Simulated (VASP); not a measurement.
Set up this calculation in VASP 6.6.1, as the native input.

- Task: single point
- Functional: PBE
- Potentials or basis: VASP PAW PBE potentials, release 64 (W_sv, S)
- Cutoff: 520 eV
- k mesh: 8 × 8 × 1
- Occupations: gaussian, width 0.1 eV
- Spin: no spin polarisation
- Dipole correction: yes
- Further INCAR settings: ALGO = Normal; EDIFF = 1e-06; NBANDS = 39

The structure of W4S lies in POSCAR:

```
W4S
1.0
    3.1836991688      0.0000000000      0.0000000000
    0.0000000000      3.1836991688      0.0000000000
    0.0000000000      0.0000000000     20.1425775749
W S
4 1
Direct
    0.5000000000      0.5000000000      0.1985843165
    0.0000000000      0.0000000000      0.2776134069
    0.5000000000      0.5000000000      0.3599451800
    0.0000000000      0.0000000000      0.4290700901
    0.3750000000      0.5000000000      0.4978288469
```

These files were run (other wordings do the same):

INCAR

```
PREC = Accurate ; ENCUT = 520
EDIFF = 1E-6 ; ISMEAR = 0
SIGMA = 0.1 ; LREAL = F
LASPH = T ; NELM = 80
ALGO = Normal ; ISIF = 2
LWAVE = F ; LCHARG = F
LDIPOL = T ; IDIPOL = 3
DIPOL = 0.5 0.5 0.353 ; GGA = PE
NBANDS = 39
```

KPOINTS

```
Automatic mesh
0
Gamma
  8 8 1
```

Potentials or basis: VASP PAW PBE potentials, release 64 (W_sv, S).

Run with:

```console
$ cat potpaw_PBE.64/W_sv/POTCAR potpaw_PBE.64/S/POTCAR > POTCAR
$ mpirun -np 1 vasp_std > vasp.out
```

Results of the run:

```yaml
Largest_force: 2.097 eV/Å
Band_gap_on_the_k_mesh: zero (band 31 reaches 2.59 eV, above the bottom of band 32 at 1.26 eV)
```

Caveat: spin-orbit coupling is left out, which moves the levels of the heavy elements.

Wall time 4.8 min on 1 thread of Intel Xeon 6975P-C (shared host), peak memory 0.37 GiB.
